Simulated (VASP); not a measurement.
Here is a VASP 6.6.1 calculation.

File INCAR:

```
PREC = Accurate ; ENCUT = 520
EDIFF = 1E-8 ; ISMEAR = -1
SIGMA = 0.03 ; LREAL = F
LASPH = T ; NELM = 80
ALGO = Normal ; ISIF = 2
LWAVE = F ; LCHARG = F
LEFG = T ; NBANDS = 17
```

File KPOINTS:

```
Automatic mesh
0
Gamma
  13 13 13
```

File POSCAR:

```
ZrOs
1.0
    3.2411000113      0.0000000000      0.0000000000
    0.0000000000      3.2411000113      0.0000000000
    0.0000000000      0.0000000000      3.2411000113
Zr Os
1 1
Direct
    0.5000000000      0.5000000000      0.5000000000
    0.0000000000      0.0000000000      0.0000000000
```

Potentials or basis: VASP PAW LDA potentials, release 64 (Zr_sv, Os).

Launch:

```sh
$ cat potpaw_LDA.64/Zr_sv/POTCAR potpaw_LDA.64/Os/POTCAR > POTCAR
$ mpirun -np 1 vasp_std > vasp.out
```

Predict the band gap on the k mesh.

zero (band 10 reaches 10.29 eV, above the bottom of band 11 at 9.22 eV).

What does it give for the pressure?

-2.8 GPa.

Caveat: without QUAD_EFG the Cq values of the log hold for a quadrupole moment of 1 mb, not for the nuclei; spin-orbit coupling is left out, which moves the levels of the heavy elements.
